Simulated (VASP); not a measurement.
Write the native input for VASP 6.6.1 that does the following.

```yaml
Task: single point
Functional: PBEsol
Potentials_or_basis: VASP PAW PBE potentials, release 64 (Sn_d, Se)
Cutoff: 520 eV
k_mesh: 12 × 12 × 12
Occupations: gaussian, width 0.1 eV
Spin: no spin polarisation
Dipole_correction: no
Further_INCAR_settings: ALGO = Normal; EDIFF = 1e-06; NBANDS = 17
```

The structure of SnSe lies in POSCAR:

```
SnSe
1.0
    3.7840509230      0.0000000000      0.0000000000
    0.0000000000      3.7840509230      0.0000000000
    0.0000000000      0.0000000000      3.7840509230
Sn Se
1 1
Direct
    0.0000000000      0.0000000000      0.0000000000
    0.5000000000      0.5000000000      0.5000000000
```

This cell differs from its parent crystal: Pb replaced by Sn, lengths x 0.984, strained.

The input as run:

INCAR

```
SYSTEM = SnSe
PREC = Accurate
ENCUT = 520
EDIFF = 1E-6
ISMEAR = 0
SIGMA = 0.1
LREAL = .FALSE.
LASPH = .TRUE.
NELM = 60
ALGO = Normal
ISIF = 2
LWAVE = .FALSE.
LCHARG = .FALSE.
GGA = PS
NBANDS = 17
```

KPOINTS

```
Automatic mesh
0
G
  12 12 12
  0 0 0
```

Potentials or basis: VASP PAW PBE potentials, release 64 (Sn_d, Se).

The run is started by

```sh
$ cat potpaw_PBE.64/Sn_d/POTCAR potpaw_PBE.64/Se/POTCAR > POTCAR
$ mpirun -np 1 vasp_std > vasp.out
```

It gave:

```json
{
 "Pressure": "-6.3 GPa",
 "Band gap on the k mesh": "zero (bands 10 and 11 overlap by 1.06 eV)"
}
```

Caveat: the cell differs from its parent crystal (Pb replaced by Sn, lengths x 0.984, strained); the cell stands under tension; the PAW data sets were made with another functional, which shifts forces and pressure a little; spin-orbit coupling is left out, which moves the levels of the heavy elements.

Wall time 21 s on 1 thread of Intel(R) Xeon(R) 6975P-C (Granite Rapids), with other jobs on the host, peak memory 0.21 GiB.
